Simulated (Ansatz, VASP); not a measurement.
## Pb in VASP and in Ansatz

The input INCAR:

```
PREC = Accurate
ENCUT = 520
EDIFF = 1E-6
ISMEAR = -1
SIGMA = 0.08
LREAL = F
LASPH = T
NELM = 60
ALGO = Normal
ISIF = 2
LWAVE = F
LCHARG = F
GGA = PS
NBANDS = 21
```

File KPOINTS:

```
regular mesh
0
Gamma
  14 14 8
```

File POSCAR:

```
Pb
1.0
    3.4915622396      0.0000000000      0.0000000000
   -1.7457811198      3.0237815984      0.0000000000
    0.0000000000      0.0000000000      5.6085715650
Pb
2
Direct
    0.3333333333      0.6666666667      0.2500000000
    0.6666666667      0.3333333333      0.7500000000
```

Input for Ansatz:

```yaml
crystal:
  lattice:
    - [3.4915622396, 0.0, 0.0]
    - [-1.7457811198, 3.0237815984, 0.0]
    - [0.0, 0.0, 5.608571565]
  atoms:
    - { symbol: Pb, position: [0.3333333333, 0.6666666667, 0.25] }
    - { symbol: Pb, position: [0.6666666667, 0.3333333333, 0.75] }
kpoints:
  mp_grid: { grid: [14, 14, 8] }
  band_path:
    path:
      - [0.0, 0.0, 0.0]
      - [0.5, 0.0, 0.0]
      - [0.3333333333, 0.3333333333, 0.0]
      - [0.0, 0.0, 0.0]
      - [0.0, 0.0, 0.5]
      - [0.5, 0.0, 0.5]
      - [0.3333333333, 0.3333333333, 0.5]
      - [0.0, 0.0, 0.5]
      - [0.5, 0.0, 0.5]
    npoints: 5
scf:
  occupations: { method: fermi_dirac, width: 0.08 }
hamiltonian:
  xc: pbesol
  pseudopotentials: { kind: all_electron, lapw: { basis_error: 0.0005 } }
output:
  forces: true
  stress: true
  eigenvalues: true
```

Change from the starting cell: volume scaled by 1.01.

Alike in both runs: task single point; functional PBEsol; k mesh 14 × 14 × 8; occupations fermi-dirac, width 0.08 eV; no spin polarisation.

```csv
,VASP,Ansatz
version,VASP 6.6.1,Ansatz 0.2.0
potentials or method,"VASP PAW PBE potentials, release 64 (Pb_d), cutoff 520 eV","all-electron LAPW, scalar-relativistic"
```

VASP gave:

```
pressure (GPa)                                                : 0.4
traceless stress, the component that is largest in VASP (GPa) : 1.16
```

Q: Which values does Ansatz return?

A: Pressure (GPa): 0.5; traceless stress, the component that is largest in VASP (GPa): 1.17.

VASP's potentials were made for PBE, not for PBEsol. Ansatz ran all-electron here, and VASP with PAW potentials.

Neither program's run includes spin-orbit coupling.
